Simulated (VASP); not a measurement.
Te: single point with PBEsol

Te:

```xyz
3
Lattice="4.4241 0.0000 0.0000 -2.2121 3.8314 0.0000 0.0000 0.0000 5.8842" Properties=species:S:1:pos:R:3 pbc="T T T"
Te    1.6170    2.8007    0.0000
Te   -0.5950    1.0306    3.9228
Te    1.1901    0.0000    1.9614
```

```json
{"Program": "VASP 6.6.1", "Task": "single point", "Functional": "PBEsol", "Potentials or basis": "VASP PAW PBE potentials, release 64 (Te)", "Cutoff": "520 eV", "k mesh": "7 × 7 × 5", "Occupations": "fermi-dirac, width 0.05 eV", "Spin": "no spin polarisation", "Dipole correction": "no", "Further INCAR settings": "ALGO = Normal; EDIFF = 1e-07; NBANDS = 16"}
```

- Pressure: 0.1 GPa
- Largest force: 0.236 eV/Å
- Band gap on the k mesh: 0.58 eV (least direct gap 0.77 eV)

Forces in eV/Å, atoms in the order of the input:
```
Te  -0.118 -0.204  0.000
Te  -0.118  0.204  0.000
Te   0.236  0.000  0.000
```

Stress tensor (GPa, compression positive):
```
-0.11  0.00  0.00
 0.00 -0.11  0.00
 0.00  0.00  0.65
```

Levels at points of the mesh, in eV from the valence-band top:
```
           k point  band 6  band 7  band 8  band 9  band 10  band 11  band 12  band 13
(0.00, 0.00, 0.00)   -2.63   -1.58   -1.58   -0.72     1.17     1.17     1.76     5.00
```

It took 31 s on 1 thread of Intel(R) Xeon(R) Platinum 8488C (Sapphire Rapids) (shared host), peak memory 0.24 GiB.

Caveat: the PAW data sets were made with another functional, which shifts forces and pressure a little; spin-orbit coupling is left out, which moves the levels of the heavy elements; an odd mesh through Γ misses points on the zone boundary, where band edges can lie.
